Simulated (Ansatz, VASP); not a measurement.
**In in VASP and in Ansatz**

```xyz
1
Lattice="-1.6020 1.6282 2.4756 1.6282 -1.6020 2.4756 1.5261 1.5261 -2.4583" Properties=species:S:1:pos:R:3 pbc="T T T"
In    0.0000    0.0000    0.0000
```

Alike in both runs: task single point; functional LDA; k mesh 12 × 12 × 14; occupations fermi-dirac, width 0.1 eV; no spin polarisation.

|  | VASP | Ansatz |
| --- | --- | --- |
| version | VASP 6.6.1 | Ansatz 0.2.0 |
| potentials or method | VASP PAW LDA potentials, release 64 (In_d), cutoff 520 eV | plane waves (500 eV) with PAW, scalar-relativistic |
| valence electrons in the cell | 13 | 13 |

```tsv
	VASP	Ansatz	Ansatz less VASP
pressure (GPa)	0.0	0.0	-0.04
```

Ansatz warns that its potentials were made for another functional, while VASP's fit it. LDA's correlation is that of Perdew and Zunger in VASP and of Perdew and Wang (1992) in Ansatz.
